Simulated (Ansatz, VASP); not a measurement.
Cd3Se2S: VASP beside Ansatz

```
CELL_PARAMETERS angstrom
4.31558 0.00000 0.00000
-2.15779 3.73740 0.00000
0.00000 0.00000 10.58610
ATOMIC_POSITIONS crystal
Cd 0.33333 0.66667 0.00029
Cd 0.66667 0.33333 0.65784
Cd 0.00000 0.00000 0.34242
Se 0.66667 0.33333 0.91133
Se 0.33333 0.66667 0.25318
S 0.00000 0.00000 0.58495
```

Alike in both runs: functional PBE; k mesh 12 × 12 × 4; occupations gaussian, width 0.02 eV; no spin polarisation.

Ansatz relaxed the structure, and its values are those at the end. VASP's run is a single point on that final structure, the one shown.

|  | VASP | Ansatz |
| --- | --- | --- |
| version | VASP 6.6.1 | Ansatz 0.2.0 |
| potentials or method | VASP PAW PBE potentials, release 64 (Cd, Se, S), cutoff 520 eV | scalar-relativistic, plane waves, PAW |
| valence electrons in the cell | 54 | 98 |

```tsv
	VASP	Ansatz	Ansatz less VASP
gap on the k mesh at the Fermi level (eV)	0.56	0.56	+0.001
least direct gap on the mesh (eV)	0.56	0.56	+0.001
pressure (GPa)	0.3	0.0	-0.26
```

VASP's potentials hold 54 valence electrons a cell and Ansatz's 98, so a difference there can come from the potentials and not from the codes.
